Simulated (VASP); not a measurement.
# SnTe3 (Fm-3m) in VASP: single point with LDA

Aim: the single point of SnTe3 with LDA.

All numbers are computed with VASP 6.6.1; they aren't measurements. Logs are shortened: lines on timing, memory, paths and dates and some standing lists are left out, and cuts for length are marked.

### Step 1. The cell of the first run

Symmetry: Fm-3m, No. 225, cubic system. The conventional cell has a = 7.799 Å, b = 7.799 Å, c = 7.799 Å, α = 90.00°, β = 90.00°, γ = 90.00°. Within 4.4 Å of Sn (site symmetry m-3m) lie 14 Te at 3.38 to 3.90 Å. Te (site symmetry -43m) has 4 Sn at 3.38 Å and 10 Te at 3.38 to 3.90 Å within 4.4 Å. Within 4.4 Å of Te (site symmetry m-3m) lie 8 Te at 3.38 Å and 6 Sn at 3.90 Å.

### Step 2. Single point, LDA (strained)

The input, INCAR:

```
SYSTEM = SnTe3
ALGO = Normal
EDIFF = 1E-6
ENCUT = 520
GGA = CA
ISIF = 2
ISMEAR = 0
LASPH = .True.
LCHARG = .False.
LREAL = .False.
LWAVE = .False.
NBANDS = 24
NELM = 80
PREC = Accurate
SIGMA = 0.1
```

The input, KPOINTS:

```
k-points
0
Gamma
  10 10 10
  0 0 0
```

The input, POSCAR:

```
SnTe3
1.0
    0.0000000000      3.8994450681      3.8994450681
    3.8994450681      0.0000000000      3.8994450681
    3.8994450681      3.8994450681      0.0000000000
Sn Te
1 3
Direct
    0.0000000000      0.0000000000      0.0000000000
    0.2500000000      0.2500000000      0.2500000000
    0.7500000000      0.7500000000      0.7500000000
    0.5000000000      0.5000000000      0.5000000000
```

Potentials or basis: VASP PAW LDA potentials, release 64 (Sn_d, Te).

Command:

```sh
cat potpaw_LDA.64/Sn_d/POTCAR potpaw_LDA.64/Te/POTCAR > POTCAR
mpirun -np 1 vasp_std > vasp.out
```

OUTCAR:

```text
SYSTEM = SnTe3
   EDIFF = 1E-6
   ENCUT = 520
   GGA = CA
   ISIF = 2
   ISMEAR = 0
   LASPH = .True.
   LREAL = .False.
   NELM = 80
   PREC = Accurate

 ion  position               nearest neighbor table
   1  0.000  0.000  0.000-   3 3.38   3 3.38   3 3.38   2 3.38   2 3.38   2 3.38   3 3.38   2 3.38

   2  0.250  0.250  0.250-   1 3.38   1 3.38   1 3.38   4 3.38   4 3.38   4 3.38   4 3.38   1 3.38

   3  0.750  0.750  0.750-   4 3.38   4 3.38   4 3.38   1 3.38   1 3.38   1 3.38   4 3.38   1 3.38

   4  0.500  0.500  0.500-   2 3.38   2 3.38   2 3.38   3 3.38   3 3.38   3 3.38   3 3.38   2 3.38

  LATTYP: Found a face centered cubic cell.
 ALAT       =     7.7988901362

  Lattice vectors:

 A1 = (   0.0000000000,   3.8994450681,   3.8994450681)
 A2 = (   3.8994450681,   0.0000000000,   3.8994450681)
 A3 = (   3.8994450681,   3.8994450681,   0.0000000000)

Analysis of symmetry for initial positions (statically):
=====================================================================
 Subroutine PRICEL returns:
 Original cell was already a primitive cell.

 Routine SETGRP: Setting up the symmetry group for a
 face centered cubic supercell.

 Subroutine GETGRP returns: Found 48 space group operations
 (whereof 48 operations were pure point group operations)
 out of a pool of 48 trial point group operations.

The static configuration has the point symmetry O_h .

Analysis of symmetry for dynamics (positions and initial velocities):
=====================================================================
 Subroutine PRICEL returns:
 Original cell was already a primitive cell.

 Routine SETGRP: Setting up the symmetry group for a
 face centered cubic supercell.

 Subroutine GETGRP returns: Found 48 space group operations
 (whereof 48 operations were pure point group operations)
 out of a pool of 48 trial point group operations.

The dynamic configuration has the point symmetry O_h .

 Subroutine INISYM returns: Found 48 space group operations
 (whereof 48 operations are pure point group operations),
 and found     1 'primitive' translations

----------------------------------------------------------------------------------------

                                     Primitive cell

  volume of cell :     118.5874

  direct lattice vectors                    reciprocal lattice vectors
     0.000000000  3.899445068  3.899445068    -0.128223373  0.128223373  0.128223373
     3.899445068  0.000000000  3.899445068     0.128223373 -0.128223373  0.128223373
     3.899445068  3.899445068  0.000000000     0.128223373  0.128223373 -0.128223373

  length of vectors
     5.514648101  5.514648101  5.514648101     0.222089397  0.222089397  0.222089397

  position of ions in fractional coordinates (direct lattice)
     0.000000000  0.000000000  0.000000000
     0.250000000  0.250000000  0.250000000
     0.750000000  0.750000000  0.750000000
     0.500000000  0.500000000  0.500000000

  ion indices of the primitive-cell ions
   primitive index   ion index
                 1           1
                 2           2
                 3           3
                 4           4

----------------------------------------------------------------------------------------

 KPOINTS: k-points

Automatic generation of k-mesh.
 Grid dimensions read from file:
 generate k-points for:   10   10   10

 Generating k-lattice:

  Cartesian coordinates                     Fractional coordinates (reciprocal lattice)
    -0.012822337  0.012822337  0.012822337     0.100000000  0.000000000  0.000000000
     0.012822337 -0.012822337  0.012822337     0.000000000  0.100000000  0.000000000
     0.012822337  0.012822337 -0.012822337     0.000000000  0.000000000  0.100000000

  Length of vectors
     0.022208940  0.022208940  0.022208940

  Shift w.r.t. Gamma in fractional coordinates (k-lattice)
     0.000000000  0.000000000  0.000000000

 Subroutine IBZKPT returns following result:
 ===========================================

 Found     47 irreducible k-points:

 Following reciprocal coordinates:
            Coordinates               Weight
  0.000000  0.000000  0.000000      1.000000
  0.100000  0.000000  0.000000      8.000000
  0.200000  0.000000  0.000000      8.000000
  0.300000  0.000000  0.000000      8.000000
  0.400000  0.000000  0.000000      8.000000
  0.500000  0.000000  0.000000      4.000000
[... 16 lines left out ...]
  0.300000  0.300000  0.000000      6.000000
  0.400000  0.300000  0.000000     24.000000
 [... further k-points ...]
   k-points           NKPTS =     47   k-points in BZ     NKDIM =     47   number of bands    NBANDS=     24
   number of dos      NEDOS =    301   number of ions     NIONS =      4
   total plane-waves  NPLWV =  74088
   dimension x,y,z NGX =    42 NGY =   42 NGZ =   42
   dimension x,y,z NGXF=    84 NGYF=   84 NGZF=   84
   ions per type =               1   3
   NGX,Y,Z   is equivalent  to a cutoff of  12.66, 12.66, 12.66 a.u.
   NGXF,Y,Z  is equivalent  to a cutoff of  25.32, 25.32, 25.32 a.u.
 SYSTEM =  SnTe3
   PREC   = accura    normal or accurate (medium, high low for compatibility)
   ISTART =      0    job   : 0-new  1-cont  2-samecut
   ICHARG =      2    charge: 1-file 2-atom 10-const
   ISPIN  =      1    spin polarized calculation?
   LNONCOLLINEAR =      F non collinear calculations
   LSORBIT =      F    spin-orbit coupling
   LASPH  =      T    aspherical Exc in radial PAW
   ENCUT  =  520.0 eV  38.22 Ry    6.18 a.u.  10.25 10.25 10.25*2*pi/ulx,y,z
   NELM   =     80;   NELMIN=  2; NELMDL= -5     # of ELM steps
   EDIFF  = 0.1E-05   stopping-criterion for ELM
   LREAL  =      F    real-space projection
   EDIFFG = 0.1E-04   stopping-criterion for IOM
   NSW    =      0    number of steps for IOM
   IBRION =     -1    ionic relax: 0-MD 1-quasi-New 2-CG
   NFREE  =      0    steps in history (QN), initial steepest desc. (CG)
   ISIF   =      2    stress and relaxation
   ISYM   =      2    0-nonsym 1-usesym 2-fastsym
   POTIM  = 0.5000    time-step for ionic-motion
   TEBEG  =    0.0;   TEEND  =   0.0 temperature during run
   PSTRESS=    0.0 pullay stress
   NELECT =      32.0000    total number of electrons
   NUPDOWN=      -1.0000    fix difference up-down
   EMIN   =  10.00;   EMAX   =-10.00  energy-range for DOS
   EFERMI =   0.00;   METHOD = LEGACY
   ISMEAR =     0;   SIGMA  =   0.10  broadening in eV -4-tet -1-fermi 0-gaus
   EFERMI_NEDOS =   21; number of points for ismear=-14 and -15
   IALGO  =     38    algorithm
   IMIX   =      4    mixing-type and parameters
     AMIX     =   0.40;   BMIX     =  1.00
     AMIX_MAG =   1.60;   BMIX_MAG =  1.00
  volume/ion in A,a.u.               =      29.65       200.07
  Fermi-wavevector in a.u.,A,eV,Ry     =   1.057902  1.999145 15.227044  1.119156
  Thomas-Fermi vector in A             =   2.193192
   LORBIT       =      0    0 simple, 1 ext, 2 COOP (PROOUT), +10 PAW based schemes
   GGA     = CA    functional components
   LHFCALC =     F    Hartree Fock is set to
   AEXX    =    0.0000 exact exchange contribution
   IVDW    =     0    specifies the selected vdW correction
   LEPSILON=     F    determine dielectric tensor
   LRPA    =     F    only Hartree local field effects (RPA)
 non-spin polarized calculation
 Gauss-broadening in eV      SIGMA  =   0.10
  energy-cutoff  :      520.00
  volume of cell :      118.59
 maximum number of plane-waves:      3250
 NGX is ok and might be reduce to    42
   NGX = 21   NGY = 21   NGZ = 21

 number of electron      32.0000005 magnetization

 Free energy of the ion-electron system (eV)
  ---------------------------------------------------
  ext. energy  EPLUGINS =         0.00000000
  ---------------------------------------------------
  free energy    TOTEN  =       -15.28160556 eV

  energy without entropy =      -15.26920264  energy(sigma->0) =      -15.27540410

 E-fermi :   7.0133     XC(G=0): -10.0852

 val. band max:        6.9984148339   @ k =   0.5000   0.4000   0.0000
 cond. band min:       7.0243281720   @ k =   0.2000   0.0000   0.0000
 fundamental gap:      0.0259133382
 Fermi energy:         7.0133367724

 k-point     1 :       0.0000    0.0000    0.0000
  band No.  band energies     occupation
      1     -14.3677      2.00000
      2     -14.3677      2.00000
      3     -14.3677      2.00000
      4     -14.3640      2.00000
      5     -14.3640      2.00000
      6      -6.0984      2.00000
[... 16 lines left out ...]
     23      11.0160      0.00000
     24      17.2154      0.00000

 k-point     2 :       0.1000    0.0000    0.0000
  band No.  band energies     occupation
      1     -14.3678      2.00000
      2     -14.3677      2.00000
      3     -14.3677      2.00000
      4     -14.3640      2.00000
      5     -14.3640      2.00000
      6      -6.0383      2.00000
[... 16 lines left out ...]
     23      10.9730      0.00000
     24      16.8410      0.00000

 k-point     3 :       0.2000    0.0000    0.0000
  band No.  band energies     occupation
      1     -14.3681      2.00000
      2     -14.3675      2.00000
      3     -14.3675      2.00000
      4     -14.3640      2.00000
      5     -14.3640      2.00000
      6      -5.8611      2.00000
[... 16 lines left out ...]
     23      11.3777      0.00000
     24      16.2076      0.00000

 k-point     4 :       0.3000    0.0000    0.0000
  band No.  band energies     occupation
      1     -14.3683      2.00000
      2     -14.3673      2.00000
      3     -14.3673      2.00000
      4     -14.3640      2.00000
      5     -14.3640      2.00000
      6      -5.5789      2.00000
[... 16 lines left out ...]
     23      12.3483      0.00000
     24      15.4717      0.00000

 k-point     5 :       0.4000    0.0000    0.0000
  band No.  band energies     occupation
      1     -14.3686      2.00000
      2     -14.3672      2.00000
      3     -14.3672      2.00000
      4     -14.3640      2.00000
      5     -14.3640      2.00000
      6      -5.2303      2.00000
[... 451 lines left out ...]
 k-point    22 :      -0.2000    0.2000    0.0000
  band No.  band energies     occupation
      1     -14.3682      2.00000
      2     -14.3674      2.00000
      3     -14.3673      2.00000
      4     -14.3641      2.00000
      5     -14.3640      2.00000
      6      -5.4834      2.00000
[... 16 lines left out ...]
     23      13.2704      0.00000
     24      14.8420      0.00000

 k-point    23 :       0.3000    0.3000    0.0000
  band No.  band energies     occupation
      1     -14.3691      2.00000
      2     -14.3669      2.00000
      3     -14.3669      2.00000
      4     -14.3645      2.00000
      5     -14.3638      2.00000
      6      -5.4003      2.00000
[... 16 lines left out ...]
     23      14.3326      0.00000
     24      14.6991      0.00000

 k-point    24 :       0.4000    0.3000    0.0000
  band No.  band energies     occupation
      1     -14.3692      2.00000
      2     -14.3668      2.00000
      3     -14.3667      2.00000
      4     -14.3645      2.00000
      5     -14.3637      2.00000
      6      -5.1312      2.00000
[... 16 lines left out ...]
     23      13.9898      0.00000
     24      14.2805      0.00000

 [... further k-points ...]
[... 5 lines left out ...]
  --------------------------------------------------------------------------------------
  -------------------------------------------------------------------------------------
  Total       -3.7540012     -3.7540012     -3.7540012     -0.0000000     -0.0000000     -0.0000000
  in kB      -50.7185197    -50.7185197    -50.7185197     -0.0000000     -0.0000000     -0.0000000
  external PRESSURE =     -50.7185197 kB  Pullay stress =       0.0000000 kB

 VOLUME and BASIS-vectors are now :
 -----------------------------------------------------------------------------
  energy-cutoff  :      520.00
  volume of cell :      118.59
      direct lattice vectors                 reciprocal lattice vectors
     0.000000000  3.899445068  3.899445068    -0.128223373  0.128223373  0.128223373
     3.899445068  0.000000000  3.899445068     0.128223373 -0.128223373  0.128223373
     3.899445068  3.899445068  0.000000000     0.128223373  0.128223373 -0.128223373

 POSITION                                       TOTAL-FORCE (eV/Angst)
 -----------------------------------------------------------------------------------
      0.00000      0.00000      0.00000        -0.000000     -0.000000     -0.000000
      1.94972      1.94972      1.94972        -0.000000     -0.000000     -0.000000
      5.84917      5.84917      5.84917         0.000000      0.000000      0.000000
      3.89945      3.89945      3.89945        -0.000000     -0.000000     -0.000000
 -----------------------------------------------------------------------------------
    total drift:                               -0.000000      0.000000      0.000000

  FREE ENERGIE OF THE ION-ELECTRON SYSTEM (eV)
  ---------------------------------------------------
  free  energy   TOTEN  =       -15.2816055625 eV

  energy  without entropy=      -15.2692026363  energy(sigma->0) =      -15.27540410
```

Wall time 3.2 min (1 thread of Intel Xeon 8259CL, shared host); peak memory 0.29 GiB.

Results:

* Free energy: -15.2816 eV
* Pressure: -5.1 GPa
* Band gap on the k mesh: zero (bands 16 and 17 overlap by 2.14 eV)

Caveat: the cell differs from its parent crystal (strained); the cell stands under tension; spin-orbit coupling is left out, which moves the levels of the heavy elements.
